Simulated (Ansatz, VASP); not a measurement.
# Ag: VASP beside Ansatz

```
CELL_PARAMETERS angstrom
2.90521 0.00000 0.00000
-1.45260 2.51598 0.00000
0.00000 0.00000 9.60900
ATOMIC_POSITIONS crystal
Ag 0.33333 0.66667 0.25000
Ag 0.66667 0.33333 0.75000
Ag 0.00000 0.00000 0.00000
Ag 0.00000 0.00000 0.50000
```

Change from the starting cell: strain +0.000 along x and y, +0.015 along z, atoms carried along.

Alike in both runs: task single point; functional r2SCAN; k mesh 18 × 18 × 6; occupations gaussian, width 0.15 eV; no spin polarisation.

|  | VASP | Ansatz |
| --- | --- | --- |
| version | VASP 6.6.1 | Ansatz 0.2.0 |
| potentials or method | VASP PAW PBE potentials, release 64 (Ag), cutoff 520 eV | scalar-relativistic, plane waves, PAW |
| valence electrons in the cell | 44 | 76 |

|  | VASP | Ansatz | Ansatz less VASP |
| --- | --- | --- | --- |
| gap on the k mesh at the Fermi level (eV) | none | none | - |
| pressure (GPa) | -1.3 | -1.4 | -0.11 |
| traceless stress, the component that is largest in VASP (GPa) | -0.70 | -0.69 | +0.016 |

VASP's potentials were made for PBE, not for r2SCAN. A gap of «none» marks a metal or a gap that the smearing closes. VASP's potentials hold 44 valence electrons a cell and Ansatz's 76, so a difference there can come from the potentials and not from the codes.
